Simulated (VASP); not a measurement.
Wanted: the native input for a VASP 6.6.1 run.

```yaml
Task: single point
Functional: PBE
Potentials_or_basis: VASP PAW PBE potentials, release 64 (Eu)
Cutoff: 520 eV
k_mesh: 14 × 14 × 8
Occupations: gaussian, width 0.05 eV
Spin: collinear spin, antiferromagnetic start
Starting_moments: "[7.0, -7.0] μB"
Dipole_correction: no
Further_INCAR_settings: ALGO = Normal; EDIFF = 1e-06; NBANDS = 28
```

The structure of Eu lies in POSCAR:

```
Eu
1.0
    3.9244366739     -0.0000000029      0.0000000000
   -1.9622183345      3.3986618566      0.0000000000
    0.0000000000      0.0000000000      6.2919045055
Eu
2
Direct
    0.3333333333      0.6666666667      0.2500000000
    0.6666666667      0.3333333333      0.7500000000
```

This isn't the form of Eu at room conditions, which is bcc.

These files were run (other wordings do the same):

INCAR

```
SYSTEM = Eu
ALGO     = Normal         ! electronic algorithm
EDIFF    = 1E-6           ! SCF threshold, eV
ENCUT    = 520            ! plane-wave cutoff, eV
GGA      = PE             ! functional
ISIF     = 2              ! what is computed and relaxed
ISMEAR   = 0              ! smearing method
ISPIN    = 2              ! spin polarisation
LASPH    = .TRUE.         ! aspherical terms in the spheres
LCHARG   = .FALSE.        ! write CHGCAR
LMAXMIX  = 6              ! l up to which the mixer works
LORBIT   = 11             ! projections on sites
LREAL    = .FALSE.        ! projectors in reciprocal space
LWAVE    = .FALSE.        ! write WAVECAR
MAGMOM   = 7 -7           ! initial moments
NBANDS   = 28             ! bands
NELM     = 150            ! most SCF steps
PREC     = Accurate       ! precision mode
SIGMA    = 0.05           ! smearing width, eV
```

KPOINTS

```
k-points
0
G
  14 14 8
  0 0 0
```

Potentials or basis: VASP PAW PBE potentials, release 64 (Eu).

Run with:

```bash
$ cat potpaw_PBE.64/Eu/POTCAR > POTCAR
$ mpirun -np 1 vasp_std > vasp.out
```

Results of the run:

* Pressure: -0.2 GPa
* Band gap on the k mesh: zero (filled and empty bands overlap)
* Net moment: 0.00 μB per cell
* Site moments: Eu +6.66, -6.66 μB
* Valence electrons inside the program's atomic spheres: Eu 14.74

Caveat: the antiferromagnetic order is the one typed at the start, and another may lie lower; spin-orbit coupling is left out, which moves the levels of the heavy elements; semilocal functionals describe open f shells poorly, which spoils levels, moments and volumes.

Wall time 7.3 min on 1 thread of Intel(R) Xeon(R) 6975P-C (Granite Rapids), on a shared host, peak memory 0.54 GiB.
